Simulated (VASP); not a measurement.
# NaMo18S36 (a cell with a defect) in VASP: single point with PBE

Aim: the single point of NaMo18S36 (a cell with a defect) with PBE.

All numbers are computed with VASP 6.6.1; they aren't measurements. Logs are shortened: lines on timing, memory, paths and dates and some standing lists are left out, and cuts for length are marked.

## Step 1: The cell of the first run

The cell holds a defect, 55 atoms: a = 9.367 Å, b = 9.367 Å, c = 12.083 Å, α = 90.00°, β = 90.00°, γ = 120.00°.

## Step 2: Single point, PBE

INCAR

```
SYSTEM = NaMo18S36
PREC = Accurate ; ENCUT = 400
EDIFF = 1E-6 ; ISMEAR = -1
SIGMA = 0.01 ; LREAL = Auto
LASPH = .TRUE. ; NELM = 120
ALGO = Normal ; ISIF = 2
LWAVE = .FALSE. ; LCHARG = .FALSE.
GGA = PE ; NBANDS = 270
NELECT = 474.0 ; GGA_COMPAT = .FALSE.
ISYM = -1
```

KPOINTS

```
explicit points
1
Reciprocal
  0.25000000   0.25000000   0.25000000 1
```

POSCAR

```
NaMo18S36
1.0
    9.3669868000      0.0000000800      0.0000000000
   -4.6834934700      8.1120484800      0.0000000000
    0.0000000000      0.0000000000     12.0827026900
Mo S Na
18 36 1
Direct
    0.2217818772      0.1113734693      0.2575406413
    0.1114192422      0.2211798901      0.7421376020
    0.2215259002      0.4466668304      0.2575430415
    0.1108559539      0.5567496302      0.7403388323
    0.2223295014      0.7793234961      0.2561114909
    0.1109386444      0.8853132484      0.7404527968
    0.5573790650      0.1108355008      0.2593555499
    0.4467619867      0.2209911552      0.7420959722
    0.5568062407      0.4463895851      0.2575643943
    0.4464030879      0.5562206606      0.7421147594
    0.5573511374      0.7822610985      0.2592616967
    0.4459113820      0.8882531930      0.7435484618
    0.8858861141      0.1108844371      0.2592483719
    0.7793560914      0.2217204375      0.7435805739
    0.8888423882      0.4458887219      0.2561000696
    0.7823441111      0.5568065759      0.7403409841
    0.8889747089      0.7793360634      0.2561295332
    0.7793540187      0.8883707926      0.7435449030
    0.2234442182      0.1110103058      0.6116441155
    0.1115152898      0.2233173280      0.3880331347
    0.2185577341      0.1012279432      0.8688234966
    0.1017798312      0.2184925295      0.1308471325
    0.2231460667      0.4445361725      0.6116294665
    0.1109360796      0.5570819753      0.3867315219
    0.2181344068      0.4493090730      0.8686024368
    0.1114911142      0.5567162231      0.1251030534
    0.2251935348      0.7787511376      0.6105662938
    0.1112238163      0.8892667504      0.3867296184
    0.2219881869      0.7770228442      0.8729738926
    0.1116269012      0.8900543443      0.1251411244
    0.5572342837      0.1104662968      0.6129230512
    0.4450210217      0.2230277554      0.3880534943
    0.5566475461      0.1108209545      0.8745559062
    0.4499682382      0.2181255411      0.1311110635
    0.5566906676      0.4443822007      0.6115724428
    0.4448190090      0.5565735924      0.3880561428
    0.5664594291      0.4492475561      0.8687563759
    0.4498042096      0.5663402993      0.1308439048
    0.5571548947      0.7783848890      0.6129364588
    0.4430427336      0.8888148268      0.3891327231
    0.5566826159      0.7775349187      0.8745106348
    0.4463178440      0.8904665674      0.1267463944
    0.8893926704      0.1107240583      0.6129473008
    0.7792362772      0.2251193323      0.3891371923
    0.8900171020      0.1109360886      0.8745386087
    0.7776572011      0.2220137050      0.1267095648
    0.8889920180      0.4425046199      0.6105207741
    0.7788899542      0.5570495478      0.3867366532
    0.8904203361      0.4456785407      0.8729224140
    0.7782035761      0.5567757576      0.1251610702
    0.8892500456      0.7787249971      0.6105236708
    0.7791616692      0.8891019273      0.3891352060
    0.8906068028      0.7769260680      0.8730534278
    0.7776164599      0.8906909217      0.1266121529
    0.3342105594      0.3337484952     -0.0001647810
```

Potentials or basis: VASP PAW PBE potentials, release 64 (Mo_sv, S, Na_pv).

Command:

```bash
$ cat potpaw_PBE.64/Mo_sv/POTCAR potpaw_PBE.64/S/POTCAR potpaw_PBE.64/Na_pv/POTCAR > POTCAR
$ mpirun -np 1 vasp_std > vasp.out
```

OUTCAR:

```text
SYSTEM = NaMo18S36
   PREC = Accurate
   ENCUT = 400
   EDIFF = 1E-6
   ISMEAR = -1
   LREAL = Auto
   LASPH = .TRUE.
   NELM = 120
   ISIF = 2
   GGA = PE
   NELECT = 474.0
   ISYM = -1

 ion  position               nearest neighbor table
   1  0.222  0.111  0.258-  28 2.38  20 2.39  22 2.40  34 2.40  32 2.40  30 2.40   5 3.11  17 3.11
                             9 3.14   3 3.14  13 3.14   7 3.15
   2  0.111  0.221  0.742-  43 2.38  19 2.39  21 2.40  25 2.40  23 2.40  45 2.41  14 3.11  18 3.11
                            10 3.14   8 3.14   6 3.14   4 3.15
   3  0.222  0.447  0.258-  24 2.38  26 2.40  36 2.40  20 2.40  22 2.40  38 2.40   5 3.11  15 3.11
                             9 3.14   1 3.14  11 3.14  13 3.14
   4  0.111  0.557  0.740-  25 2.33  47 2.39  27 2.39  23 2.39  29 2.40  49 2.40   6 3.08  16 3.08
                            14 3.12  12 3.12  10 3.15   2 3.15
   5  0.222  0.779  0.256-  28 2.39  30 2.39  24 2.40  42 2.40  26 2.40  40 2.41   3 3.11   1 3.11
                             7 3.12  17 3.12  15 3.12  11 3.12
   6  0.111  0.885  0.740-  21 2.34  27 2.38  51 2.39  29 2.39  53 2.40  19 2.40   4 3.08  16 3.08
                            18 3.12  12 3.12   2 3.14   8 3.15
   7  0.557  0.111  0.259-  34 2.33  44 2.39  40 2.39  32 2.40  46 2.40  42 2.40  13 3.08  11 3.08
                            15 3.12   5 3.12   9 3.15   1 3.15
   8  0.447  0.221  0.742-  31 2.38  33 2.40  19 2.40  35 2.40  37 2.40  21 2.40  14 3.11  12 3.11
                            10 3.14   2 3.14  16 3.14   6 3.15
   9  0.557  0.446  0.258-  48 2.38  36 2.39  38 2.40  34 2.40  32 2.40  50 2.41  15 3.11  17 3.12
                             1 3.14   3 3.14  11 3.14   7 3.15
  10  0.446  0.556  0.742-  39 2.38  35 2.39  37 2.40  23 2.40  25 2.40  41 2.40  12 3.11  18 3.12
                             2 3.14   8 3.14  16 3.14   4 3.15
  11  0.557  0.782  0.259-  38 2.34  40 2.38  52 2.39  42 2.39  54 2.40  36 2.40   7 3.08  13 3.08
                            17 3.12   5 3.12   9 3.14   3 3.14
  12  0.446  0.888  0.744-  39 2.39  41 2.39  31 2.40  29 2.40  33 2.40  27 2.41  10 3.11   8 3.11
                             4 3.12  18 3.12  14 3.12   6 3.12
  13  0.886  0.111  0.259-  22 2.34  44 2.38  52 2.39  46 2.39  54 2.40  20 2.40   7 3.08  11 3.08
                            17 3.12  15 3.12   1 3.14   3 3.14
  14  0.779  0.222  0.744-  43 2.39  45 2.39  31 2.40  49 2.40  33 2.40  47 2.41   8 3.11   2 3.11
                             4 3.12  18 3.12  12 3.12  16 3.13
  15  0.889  0.446  0.256-  48 2.39  50 2.39  24 2.40  46 2.40  26 2.40  44 2.41   9 3.11   3 3.11
                             7 3.12  17 3.12   5 3.12  13 3.12
  16  0.782  0.557  0.740-  37 2.34  47 2.38  51 2.39  49 2.39  53 2.40  35 2.40   4 3.08   6 3.08
                            18 3.12  14 3.13  10 3.14   8 3.14
  17  0.889  0.779  0.256-  54 2.39  28 2.40  48 2.40  52 2.40  50 2.40  30 2.40   1 3.11   9 3.12
                            11 3.12  13 3.12   5 3.12  15 3.12
  18  0.779  0.888  0.744-  53 2.39  39 2.40  43 2.40  51 2.40  45 2.40  41 2.40   2 3.11  10 3.12
                            16 3.12   6 3.12  14 3.12  12 3.12
  19  0.223  0.111  0.612-   2 2.39   8 2.40   6 2.40
  20  0.112  0.223  0.388-   1 2.39   3 2.40  13 2.40
  21  0.219  0.101  0.869-   6 2.34   2 2.40   8 2.40  55 2.46
  22  0.102  0.218  0.131-  13 2.34   1 2.40   3 2.40  55 2.46
  23  0.223  0.445  0.612-   4 2.39  10 2.40   2 2.40
  24  0.111  0.557  0.387-   3 2.38  15 2.40   5 2.40
  25  0.218  0.449  0.869-   4 2.33   2 2.40  10 2.40  55 2.46
  26  0.111  0.557  0.125-   3 2.40   5 2.40  15 2.40
  27  0.225  0.779  0.611-   6 2.38   4 2.39  12 2.41
  28  0.111  0.889  0.387-   1 2.38   5 2.39  17 2.40
  29  0.222  0.777  0.873-   6 2.39  12 2.40   4 2.40
  30  0.112  0.890  0.125-   5 2.39  17 2.40   1 2.40
  31  0.557  0.110  0.613-   8 2.38  14 2.40  12 2.40
  32  0.445  0.223  0.388-   7 2.40   1 2.40   9 2.40
  33  0.557  0.111  0.875-   8 2.40  12 2.40  14 2.40
  34  0.450  0.218  0.131-   7 2.33   1 2.40   9 2.40  55 2.46
  35  0.557  0.444  0.612-  10 2.39   8 2.40  16 2.40
  36  0.445  0.557  0.388-   9 2.39   3 2.40  11 2.40
  37  0.566  0.449  0.869-  16 2.34  10 2.40   8 2.40  55 2.46
  38  0.450  0.566  0.131-  11 2.34   9 2.40   3 2.40  55 2.46
  39  0.557  0.778  0.613-  10 2.38  12 2.39  18 2.40
  40  0.443  0.889  0.389-  11 2.38   7 2.39   5 2.41
  41  0.557  0.778  0.875-  12 2.39  18 2.40  10 2.40
  42  0.446  0.890  0.127-  11 2.39   5 2.40   7 2.40
  43  0.889  0.111  0.613-   2 2.38  14 2.39  18 2.40
  44  0.779  0.225  0.389-  13 2.38   7 2.39  15 2.41
[... 8 lines left out ...]
  53  0.891  0.777  0.873-  18 2.39  16 2.40   6 2.40
  54  0.778  0.891  0.127-  17 2.39  13 2.40  11 2.40
  55  0.334  0.334  1.000-  34 2.46  25 2.46  37 2.46  22 2.46  21 2.46  38 2.46

IMPORTANT INFORMATION: All symmetrisations will be switched off!
NOSYMM: (Re-)initialisation of all symmetry stuff for point group C_1.

----------------------------------------------------------------------------------------

                                     Primitive cell

  volume of cell :     918.1096

  direct lattice vectors                    reciprocal lattice vectors
     9.366986800  0.000000080  0.000000000     0.106757917  0.061636713  0.000000000
    -4.683493470  8.112048480  0.000000000    -0.000000001  0.123273424  0.000000000
     0.000000000  0.000000000 12.082702690     0.000000000  0.000000000  0.082762940

  length of vectors
     9.366986800  9.366986795 12.082702690     0.123273424  0.123273424  0.082762940

  position of ions in fractional coordinates (direct lattice)
     0.221781877  0.111373469  0.257540641
     0.111419242  0.221179890  0.742137602
     0.221525900  0.446666830  0.257543041
     0.110855954  0.556749630  0.740338832
     0.222329501  0.779323496  0.256111491
     0.110938644  0.885313248  0.740452797
[... 47 lines left out ...]
     0.777616460  0.890690922  0.126612153
     0.334210559  0.333748495  0.999835219

  ion indices of the primitive-cell ions
   primitive index   ion index
                 1           1
                 2           2
                 3           3
                 4           4
                 5           5
                 6           6
[... 47 lines left out ...]
                54          54
                55          55

----------------------------------------------------------------------------------------

 KPOINTS: explicit points

Read explicit list of k-points.

 Found      1 k-points:

 Following reciprocal coordinates:
            Coordinates               Weight
  0.250000  0.250000  0.250000      1.000000
   k-points           NKPTS =      1   k-points in BZ     NKDIM =      1   number of bands    NBANDS=    270
   number of dos      NEDOS =    301   number of ions     NIONS =     55
   total plane-waves  NPLWV = 327680
   dimension x,y,z NGX =    64 NGY =   64 NGZ =   80
   dimension x,y,z NGXF=   128 NGYF=  128 NGZF=  160
   ions per type =              18  36   1
   NGX,Y,Z   is equivalent  to a cutoff of  11.36, 11.36, 11.01 a.u.
   NGXF,Y,Z  is equivalent  to a cutoff of  22.72, 22.72, 22.01 a.u.
 SYSTEM =  NaMo18S36
   PREC   = accura    normal or accurate (medium, high low for compatibility)
   ISTART =      0    job   : 0-new  1-cont  2-samecut
   ICHARG =      2    charge: 1-file 2-atom 10-const
   ISPIN  =      1    spin polarized calculation?
   LNONCOLLINEAR =      F non collinear calculations
   LSORBIT =      F    spin-orbit coupling
   LASPH  =      T    aspherical Exc in radial PAW
   ENCUT  =  400.0 eV  29.40 Ry    5.42 a.u.  15.28 15.28 19.70*2*pi/ulx,y,z
   NELM   =    120;   NELMIN=  2; NELMDL= -5     # of ELM steps
   EDIFF  = 0.1E-05   stopping-criterion for ELM
   LREAL  =      T    real-space projection
   EDIFFG = 0.1E-04   stopping-criterion for IOM
   NSW    =      0    number of steps for IOM
   IBRION =     -1    ionic relax: 0-MD 1-quasi-New 2-CG
   NFREE  =      0    steps in history (QN), initial steepest desc. (CG)
   ISIF   =      2    stress and relaxation
   ISYM   =     -1    0-nonsym 1-usesym 2-fastsym
   POTIM  = 0.5000    time-step for ionic-motion
   TEBEG  =    0.0;   TEEND  =   0.0 temperature during run
   PSTRESS=    0.0 pullay stress
   NELECT =     474.0000    total number of electrons
   NUPDOWN=      -1.0000    fix difference up-down
   EMIN   =  10.00;   EMAX   =-10.00  energy-range for DOS
   EFERMI =   0.00;   METHOD = LEGACY
   ISMEAR =    -1;   SIGMA  =   0.01  broadening in eV -4-tet -1-fermi 0-gaus
   EFERMI_NEDOS =   21; number of points for ismear=-14 and -15
   IALGO  =     38    algorithm
   IMIX   =      4    mixing-type and parameters
     AMIX     =   0.40;   BMIX     =  1.00
     AMIX_MAG =   1.60;   BMIX_MAG =  1.00
  volume/ion in A,a.u.               =      16.69       112.65
  Fermi-wavevector in a.u.,A,eV,Ry     =   1.313317  2.481809 23.467335  1.724800
  Thomas-Fermi vector in A             =   2.443648
   LORBIT       =      0    0 simple, 1 ext, 2 COOP (PROOUT), +10 PAW based schemes
   GGA     = PE    functional components
   LHFCALC =     F    Hartree Fock is set to
   AEXX    =    0.0000 exact exchange contribution
   IVDW    =     0    specifies the selected vdW correction
   LEPSILON=     F    determine dielectric tensor
   LRPA    =     F    only Hartree local field effects (RPA)
 non-spin polarized calculation
  energy-cutoff  :      400.00
  volume of cell :      918.11
 maximum number of plane-waves:     16670
 NGX is ok and might be reduce to    64
   NGX = 31   NGY = 31   NGZ = 39

 number of electron     474.0000042 magnetization

 Free energy of the ion-electron system (eV)
  ---------------------------------------------------
  ext. energy  EPLUGINS =         0.00000000
  ---------------------------------------------------
  free energy    TOTEN  =      -400.75596912 eV

  energy without entropy =     -400.75596912  energy(sigma->0) =     -400.75596912

 E-fermi :   8.0689     XC(G=0): -11.1604

 val. band max:        7.6306993768   @ k =   0.2500   0.2500   0.2500
 cond. band min:       9.2605883206   @ k =   0.2500   0.2500   0.2500
 fundamental gap:      1.6298889438
 Fermi energy:         8.0688866575

 k-point     1 :       0.2500    0.2500    0.2500
  band No.  band energies     occupation
      1     -53.2535      2.00000
      2     -53.2535      2.00000
      3     -53.2466      2.00000
      4     -53.2466      2.00000
      5     -53.2356      2.00000
      6     -53.2356      2.00000
[... 241 lines left out ...]
    248       9.9202      0.00000
    249       9.9226      0.00000
 [bands above 249 left out]

------------------------ aborting loop because EDIFF is reached ----------------------------------------

  FORCE on cell =-STRESS in cart. coord.  units (eV):
  Direction    XX          YY          ZZ          XY          YZ          ZX
  --------------------------------------------------------------------------------------
  -------------------------------------------------------------------------------------
  Total       33.2530915     26.7357890     23.8481796     -5.6827541     -0.1777295      0.0713308
  in kB       58.0293990     46.6561662     41.6170488     -9.9168767     -0.3101527      0.1244781
  external PRESSURE =      48.7675380 kB  Pullay stress =       0.0000000 kB

 VOLUME and BASIS-vectors are now :
 -----------------------------------------------------------------------------
  energy-cutoff  :      400.00
  volume of cell :      918.11
      direct lattice vectors                 reciprocal lattice vectors
     9.366986800  0.000000080  0.000000000     0.106757917  0.061636713  0.000000000
    -4.683493470  8.112048480  0.000000000    -0.000000001  0.123273424  0.000000000
     0.000000000  0.000000000 12.082702690     0.000000000  0.000000000  0.082762940

 POSITION                                       TOTAL-FORCE (eV/Angst)
 -----------------------------------------------------------------------------------
      1.55581      0.90347      3.11179        -0.002661      0.006868      0.002647
      0.00777      1.79422      8.96703         0.009249      0.001278     -0.003267
     -0.01693      3.62338      3.11182         0.003888     -0.003084      0.015284
     -1.56915      4.51638      8.94529         0.002637     -0.005163      0.000053
     -1.56740      6.32191      3.09452        -0.002699     -0.001451     -0.006537
     -3.10720      7.18170      8.94667        -0.001488      0.001514      0.002401
[... 47 lines left out ...]
      3.11238      7.22533      1.52982         0.000270     -0.001000      0.008757
      1.56744      2.70738     12.08071        -0.003743      0.001597     -0.000613
 -----------------------------------------------------------------------------------
    total drift:                                0.001176      0.001681      0.001841

  FREE ENERGIE OF THE ION-ELECTRON SYSTEM (eV)
  ---------------------------------------------------
  free  energy   TOTEN  =      -400.7559691197 eV

  energy  without entropy=     -400.7559691197  energy(sigma->0) =     -400.75596912
```

Run time: 6.1 min. Hardware: 1 thread of Intel Xeon 6975P-C (Granite Rapids), shared host; peak memory 0.72 GiB.

What came out:

```yaml
Free_energy: -400.7560 eV
Largest_force: 0.029 eV/Å
```

Forces on the atoms (eV/Å):
```
Mo  -0.003  0.007  0.003
Mo   0.009  0.001 -0.003
Mo   0.004 -0.003  0.015
Mo   0.003 -0.005  0.000
Mo  -0.003 -0.001 -0.007
Mo  -0.001  0.002  0.002
Mo  -0.009 -0.001  0.001
Mo  -0.006  0.003 -0.014
Mo  -0.008  0.000  0.001
Mo   0.001 -0.004 -0.003
Mo   0.003 -0.001 -0.004
Mo   0.008 -0.001  0.008
Mo  -0.001  0.000 -0.003
Mo  -0.001 -0.002  0.005
Mo  -0.007  0.008 -0.006
Mo  -0.002  0.002  0.006
Mo  -0.003  0.002 -0.004
Mo   0.000 -0.001  0.004
S   -0.006 -0.002  0.015
S    0.000 -0.007 -0.015
S   -0.001 -0.001 -0.021
S    0.001  0.003  0.023
S    0.004 -0.002  0.014
S   -0.004  0.005 -0.012
S   -0.011  0.012 -0.022
S    0.010 -0.003  0.014
S    0.001 -0.003  0.016
S   -0.006 -0.005 -0.019
S   -0.006  0.002 -0.011
S   -0.001  0.005  0.010
S    0.008 -0.002  0.013
S   -0.001  0.003 -0.015
S   -0.006  0.008 -0.014
S    0.018 -0.001  0.022
S    0.003  0.002  0.017
S    0.003  0.002 -0.016
S    0.006 -0.009 -0.022
S   -0.007  0.004  0.023
S   -0.003  0.004  0.020
S    0.000  0.002 -0.019
S   -0.006 -0.003 -0.010
S    0.000  0.004  0.008
S   -0.001 -0.008  0.019
S    0.000 -0.003 -0.017
S    0.002  0.002 -0.011
S    0.008 -0.004  0.011
S    0.000  0.003  0.018
S    0.005 -0.001 -0.020
S    0.003  0.000 -0.010
S    0.003 -0.009  0.011
S   -0.003 -0.002  0.020
S    0.001 -0.006 -0.021
S    0.003  0.002 -0.009
S    0.000 -0.001  0.009
Na  -0.004  0.002 -0.001
```

Caveat: the cell carries a net charge on a neutralising background, which shifts energy and pressure; the cell is charged against a uniform background, so pressure and absolute levels hang on convention.
